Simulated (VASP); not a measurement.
# MgO (Fm-3m) in VASP: a series of runs, part 2 of 2

VASP 6.6.1. Earlier steps stand in the parts before.

## Step 4: Single point, PBE

This run uses another cell than the first one: it holds 8 atoms, not 2.

The input, INCAR:

```
  PREC = Accurate
  ENCUT = 520
  EDIFF = 1E-6
  ISMEAR = 0
  SIGMA = 0.1
  LREAL = False
  LASPH = True
  NELM = 100
  ALGO = Normal
  ISIF = 2
  LWAVE = False
  LCHARG = False
  GGA = PE
  NBANDS = 26
```

The input, KPOINTS:

```
regular mesh
0
Gamma
  4 4 4
```

The input, POSCAR:

```
MgO
1.0
    4.2535957778      0.0000000000      0.0000000000
    0.0000000000      4.2535957778      0.0000000000
    0.0000000000      0.0000000000      4.2535957778
Mg O
4 4
Direct
    0.7499930712      0.7499930712      0.7499930712
    0.7500069288      0.2500069288      0.2499930712
    0.2499930712      0.7500069288      0.2500069288
    0.2500069288      0.2499930712      0.7500069288
    0.2499991200      0.2499991200      0.2499991200
    0.2500008800      0.7500008800      0.7499991200
    0.7499991200      0.2500008800      0.7500008800
    0.7500008800      0.7499991200      0.2500008800
```

Potentials or basis: VASP PAW PBE potentials, release 64 (Mg, O).

Command:

```sh
$ cat potpaw_PBE.64/Mg/POTCAR potpaw_PBE.64/O/POTCAR > POTCAR
$ mpirun -np 1 vasp_std > vasp.out
```

OUTCAR:

```text
PREC = Accurate
   ENCUT = 520
   EDIFF = 1E-6
   ISMEAR = 0
   LREAL = False
   LASPH = True
   NELM = 100
   ISIF = 2
   GGA = PE

 ion  position               nearest neighbor table
   1  0.750  0.750  0.750-   6 2.13   7 2.13   8 2.13   6 2.13   7 2.13   8 2.13   2 3.01   3 3.01
                             4 3.01   2 3.01   4 3.01   3 3.01   4 3.01   2 3.01   4 3.01   2 3.01
   2  0.750  0.250  0.250-   5 2.13   7 2.13   8 2.13   7 2.13   8 2.13   5 2.13   4 3.01   1 3.01
[... 525 lines left out ...]
  Total       -0.3554733     -0.3554733     -0.3554733      0.0000000      0.0000000     -0.0000000
  in kB       -7.4002925     -7.4002925     -7.4002925      0.0000000      0.0000000     -0.0000000
  external PRESSURE =      -7.4002925 kB  Pullay stress =       0.0000000 kB

 VOLUME and BASIS-vectors are now :
 -----------------------------------------------------------------------------
  energy-cutoff  :      520.00
  volume of cell :       76.96
      direct lattice vectors                 reciprocal lattice vectors
     4.253595778  0.000000000  0.000000000     0.235095212  0.000000000  0.000000000
     0.000000000  4.253595778  0.000000000     0.000000000  0.235095212  0.000000000
     0.000000000  0.000000000  4.253595778     0.000000000  0.000000000  0.235095212

 POSITION                                       TOTAL-FORCE (eV/Angst)
 -----------------------------------------------------------------------------------
      3.19017      3.19017      3.19017         0.000252      0.000252      0.000252
      3.19023      1.06343      1.06337        -0.000252     -0.000252      0.000252
      1.06337      3.19023      1.06343         0.000252     -0.000252     -0.000252
      1.06343      1.06337      3.19023        -0.000252      0.000252     -0.000252
      1.06340      1.06340      1.06340         0.000110      0.000110      0.000110
      1.06340      3.19020      3.19019        -0.000110     -0.000110      0.000110
      3.19019      1.06340      3.19020         0.000110     -0.000110     -0.000110
      3.19020      3.19019      1.06340        -0.000110      0.000110     -0.000110
 -----------------------------------------------------------------------------------
    total drift:                               -0.000000     -0.000000     -0.000000

  FREE ENERGIE OF THE ION-ELECTRON SYSTEM (eV)
  ---------------------------------------------------
  free  energy   TOTEN  =       -47.6463690548 eV

  energy  without entropy=      -47.6463690548  energy(sigma->0) =      -47.64636905
```

stdout:

```text
POSCAR found type information on POSCAR MgO
 POSCAR found :  2 types and       8 ions
 scaLAPACK will be used
 LDA part: xc-table for (Slater+PW92), standard interpolation
 POSCAR, INCAR and KPOINTS ok, starting setup
 FFT: planning ... GRIDC
 FFT: planning ... GRID_SOFT
 FFT: planning ... GRID
 WAVECAR not read
 entering main loop
```

Run time: 10 s. Hardware: 1 thread of Intel Xeon Platinum 8559C (Emerald Rapids), shared host; peak memory 0.17 GiB.

What came out:

```yaml
Free_energy: -47.6464 eV
Pressure: -0.7 GPa
Band_gap_on_the_k_mesh: 4.44 eV
```

## Step 5: Relaxation of cell and atoms, PBE

The input, INCAR:

```
SYSTEM = MgO
PREC = Accurate ; ENCUT = 600
EDIFF = 1E-7 ; ISMEAR = 0
SIGMA = 0.02 ; LREAL = .FALSE.
LASPH = .TRUE. ; NELM = 80
ALGO = Normal ; ISIF = 3
LWAVE = .FALSE. ; LCHARG = .FALSE.
GGA = PE ; IBRION = 2
NSW = 100 ; EDIFFG = -0.01
```

The input, KPOINTS:

```
regular mesh
0
G
  10 10 10
  0 0 0
```

The input, POSCAR:

```
MgO
1.0
    0.0000000000      2.1266327247      2.1266327247
    2.1266327247      0.0000000000      2.1266327247
    2.1266327247      2.1266327247      0.0000000000
Mg O
1 1
Direct
    0.0000000000      0.0000000000      0.0000000000
    0.5000000000      0.5000000000      0.5000000000
```

Potentials or basis: VASP PAW PBE potentials, release 64 (Mg, O).

Command:

```sh
$ cat potpaw_PBE.64/Mg/POTCAR potpaw_PBE.64/O/POTCAR > POTCAR
$ mpirun -np 1 vasp_std > vasp.out
```

OUTCAR:

```text
SYSTEM = MgO
   PREC = Accurate
   ENCUT = 600
   EDIFF = 1E-7
   ISMEAR = 0
   LREAL = .FALSE.
   LASPH = .TRUE.
   NELM = 80
   ISIF = 3
   GGA = PE
   IBRION = 2
   NSW = 100
   EDIFFG = -0.01

 ion  position               nearest neighbor table
   1  0.000  0.000  0.000-   2 2.13   2 2.13   2 2.13   2 2.13   2 2.13   2 2.13
   2  0.500  0.500  0.500-   1 2.13   1 2.13   1 2.13   1 2.13   1 2.13   1 2.13

  LATTYP: Found a face centered cubic cell.
 ALAT       =     4.2532654494

  Lattice vectors:

 A1 = (   0.0000000000,   2.1266327247,   2.1266327247)
 A2 = (   2.1266327247,   0.0000000000,   2.1266327247)
 A3 = (   2.1266327247,   2.1266327247,   0.0000000000)

Analysis of symmetry for initial positions (statically):
=====================================================================
 Subroutine PRICEL returns:
 Original cell was already a primitive cell.

 Routine SETGRP: Setting up the symmetry group for a
 face centered cubic supercell.

 Subroutine GETGRP returns: Found 48 space group operations
 (whereof 48 operations were pure point group operations)
 out of a pool of 48 trial point group operations.

The static configuration has the point symmetry O_h .

Analysis of symmetry for dynamics (positions and initial velocities):
=====================================================================
 Subroutine PRICEL returns:
 Original cell was already a primitive cell.

 Routine SETGRP: Setting up the symmetry group for a
 face centered cubic supercell.

 Subroutine GETGRP returns: Found 48 space group operations
 (whereof 48 operations were pure point group operations)
 out of a pool of 48 trial point group operations.

The dynamic configuration has the point symmetry O_h .

 Subroutine INISYM returns: Found 48 space group operations
[... 122 lines left out ...]
   GGA     = PE    functional components
   LHFCALC =     F    Hartree Fock is set to
   AEXX    =    0.0000 exact exchange contribution
   IVDW    =     0    specifies the selected vdW correction
   LEPSILON=     F    determine dielectric tensor
   LRPA    =     F    only Hartree local field effects (RPA)
 conjugate gradient relaxation of ions
 non-spin polarized calculation
 Gauss-broadening in eV      SIGMA  =   0.02
  energy-cutoff  :      600.00
  volume of cell :       19.24
 maximum number of plane-waves:       656
   NGX = 13   NGY = 13   NGZ = 13

--------------------------------------- Ionic step        1  -------------------------------------------

 number of electron       8.0000004 magnetization

 Free energy of the ion-electron system (eV)
  ---------------------------------------------------
  ext. energy  EPLUGINS =         0.00000000
  ---------------------------------------------------
  free energy    TOTEN  =       -11.91486933 eV

  energy without entropy =      -11.91486933  energy(sigma->0) =      -11.91486933

------------------------ aborting loop because EDIFF is reached ----------------------------------------

  FORCE on cell =-STRESS in cart. coord.  units (eV):
  Direction    XX          YY          ZZ          XY          YZ          ZX
  --------------------------------------------------------------------------------------
  -------------------------------------------------------------------------------------
  Total       -0.1140136     -0.1140136     -0.1140136      0.0000000     -0.0000000     -0.0000000
  in kB       -9.4964187     -9.4964187     -9.4964187      0.0000000     -0.0000000     -0.0000000
  external PRESSURE =      -9.4964187 kB  Pullay stress =       0.0000000 kB
[... 59 lines left out ...]
--------------------------------------- Ionic step        3  -------------------------------------------

 number of electron       8.0000005 magnetization

 Free energy of the ion-electron system (eV)
  ---------------------------------------------------
  ext. energy  EPLUGINS =         0.00000000
  ---------------------------------------------------
  free energy    TOTEN  =       -11.91520696 eV

  energy without entropy =      -11.91520696  energy(sigma->0) =      -11.91520696

 E-fermi :   3.1283     XC(G=0): -10.9691

 val. band max:        3.0130119935   @ k =   0.0000   0.0000   0.0000
 cond. band min:       7.5189207889   @ k =   0.0000   0.0000   0.0000
 fundamental gap:      4.5059087954
 Fermi energy:         3.1283076934

 k-point     1 :       0.0000    0.0000    0.0000
  band No.  band energies     occupation
      1     -14.1323      2.00000
      2       3.0130      2.00000
      3       3.0130      2.00000
      4       3.0130      2.00000
      5       7.5189      0.00000
      6      18.6841      0.00000
      7      18.6841      0.00000
      8      18.6841      0.00000
[... 243 lines left out ...]
 k-point    24 :       0.4000    0.3000    0.0000
  band No.  band energies     occupation
      1     -12.9472      2.00000
      2      -0.4866      2.00000
      3       1.7437      2.00000
      4       1.9567      2.00000
      5      12.3611      0.00000
      6      13.1185      0.00000
      7      16.3711      0.00000
      8      20.8890      0.00000

 [... further k-points ...]
[... 5 lines left out ...]
  --------------------------------------------------------------------------------------
  -------------------------------------------------------------------------------------
  Total       -0.0008710     -0.0008710     -0.0008710      0.0000000      0.0000000      0.0000000
  in kB       -0.0729886     -0.0729886     -0.0729886      0.0000000      0.0000000      0.0000000
  external PRESSURE =      -0.0729886 kB  Pullay stress =       0.0000000 kB
[... 17 lines left out ...]
  FREE ENERGIE OF THE ION-ELECTRON SYSTEM (eV)
  ---------------------------------------------------
  free  energy   TOTEN  =       -11.9152069648 eV

  energy  without entropy=      -11.9152069648  energy(sigma->0) =      -11.91520696

 reached required accuracy - stopping structural energy minimisation
```

OSZICAR:

```text
N       E                     dE             d eps       ncg     rms          rms(c)
DAV:   1     0.154010099261E+02    0.15401E+02   -0.51287E+03   888   0.990E+02
DAV:   2    -0.130742068003E+02   -0.28475E+02   -0.27205E+02   912   0.147E+02
DAV:   3    -0.134691529126E+02   -0.39495E+00   -0.39495E+00  1000   0.200E+01
DAV:   4    -0.134696596933E+02   -0.50678E-03   -0.50678E-03   984   0.628E-01
[... 18 lines left out ...]
DAV:   1    -0.119154764968E+02   -0.31117E-03   -0.58048E-03   752   0.780E-01    0.124E-01
DAV:   2    -0.119152114643E+02    0.26503E-03   -0.19411E-03   752   0.324E-01    0.119E-02
DAV:   3    -0.119152083315E+02    0.31328E-05   -0.16674E-05   848   0.505E-02    0.751E-03
DAV:   4    -0.119152070303E+02    0.13012E-05   -0.14687E-06   776   0.133E-02    0.166E-03
DAV:   5    -0.119152069648E+02    0.65473E-07   -0.16761E-07   424   0.322E-03
   3 F= -.11915207E+02 E0= -.11915207E+02  d E =-.337635E-03
```

Run time: 7.8 s. Hardware: 1 thread of Intel Xeon Platinum 8559C (Emerald Rapids), shared host; peak memory 0.14 GiB.

Results:

* Free energy: -11.9152 eV
* Relaxed volume: 9.56 Å³/atom
* Relaxed cell: a = 3.001 Å, b = 3.001 Å, c = 3.001 Å, α = 60.00°, β = 60.00°, γ = 60.00°
* Space group after relaxing (to 0.05 Å): Fm-3m (No. 225)
* Energy gained by relaxing: 0.2 meV/atom
* Ionic steps: 3
* Pressure after relaxing: 0.0 GPa
* Band gap on the k mesh: 4.51 eV, direct

The path:
```
step  energy change (eV)  largest force (eV/Å)  pressure (GPa)  volume (Å³)
   1              0.0000                0.0000           -0.95        19.24
   2             -0.0003                0.0000            0.33        19.08
   3             -0.0003                0.0000           -0.01        19.12
```

Final structure:
```
Mg O
1.0
     0.00000    2.12235    2.12235
     2.12235    0.00000    2.12235
     2.12235    2.12235    0.00000
Mg O
1 1
Direct
  0.00000 0.00000 0.00000
  0.50000 0.50000 0.50000
```

## Step 6: Overview

```csv
task,cell,k mesh,cutoff (eV),smearing,gap on the mesh (eV),pressure (GPa)
single point,"a = 3.008 Å, angles 60.0°, 2 atoms",10 × 10 × 10,520,gaussian 0.02 eV,4.45,-0.7
single point,"a = 4.254 Å, 8 atoms",4 × 4 × 4,520,gaussian 0.1 eV,4.44,-0.7
relaxation of cell and atoms,"relaxed from a = 3.008 Å, angles 60.0°, 2 atoms",10 × 10 × 10,600,gaussian 0.02 eV,4.51,0.0
```

Alike in all rows: level PBE; potentials or basis VASP PAW PBE potentials, release 64 (Mg, O); no spin polarisation.

Total energies depend on the potentials used, so only differences within one code and one set of settings carry meaning.
